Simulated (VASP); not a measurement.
Set up this calculation in VASP 6.6.1, as the native input.

```
Task                   : single point
Functional             : PBEsol
Potentials or basis    : VASP PAW PBE potentials, release 64 (Al, O)
Cutoff                 : 520 eV
k mesh                 : 12 × 12 × 4
Occupations            : gaussian, width 0.01 eV
Spin                   : no spin polarisation
Dipole correction      : no
Further INCAR settings : ALGO = Normal; EDIFF = 1e-07; NBANDS = 20
```

The structure of Al2O3 lies in POSCAR:

```
Al2O3
1.0
    2.8843250000      0.0000000000      0.0000000000
   -1.4421620000      2.4978990000      0.0000000000
    0.0000000000      0.0000000000      9.3367540000
Al O
2 3
Direct
    0.0000000000      0.0000000000      0.1499920000
    0.0000000000      0.0000000000      0.8500080000
    0.3333333333      0.6666666667      0.2223170000
    0.6666666667      0.3333333333      0.0000000000
    0.3333333333      0.6666666667      0.7776830000
```

One way to write it, as run:

INCAR

```
SYSTEM = Al2O3
  PREC = Accurate
  ENCUT = 520
  EDIFF = 1E-7
  ISMEAR = 0
  SIGMA = 0.01
  LREAL = .FALSE.
  LASPH = .TRUE.
  NELM = 100
  ALGO = Normal
  ISIF = 2
  LWAVE = .FALSE.
  LCHARG = .FALSE.
  GGA = PS
  NBANDS = 20
```

KPOINTS

```
regular mesh
0
G
  12 12 4
  0 0 0
```

Potentials or basis: VASP PAW PBE potentials, release 64 (Al, O).

Launch:

```console
$ cat potpaw_PBE.64/Al/POTCAR potpaw_PBE.64/O/POTCAR > POTCAR
$ mpirun -np 1 vasp_std > vasp.out
```

Results of the run:

* Pressure: -2.8 GPa
* Largest force: 0.143 eV/Å
* Band gap on the k mesh: 4.74 eV (least direct gap 4.98 eV)

Caveat: the PAW data sets were made with another functional, which shifts forces and pressure a little.

It took 110 s on 1 thread of Intel Xeon 8259CL, on a shared host, peak memory 0.22 GiB.
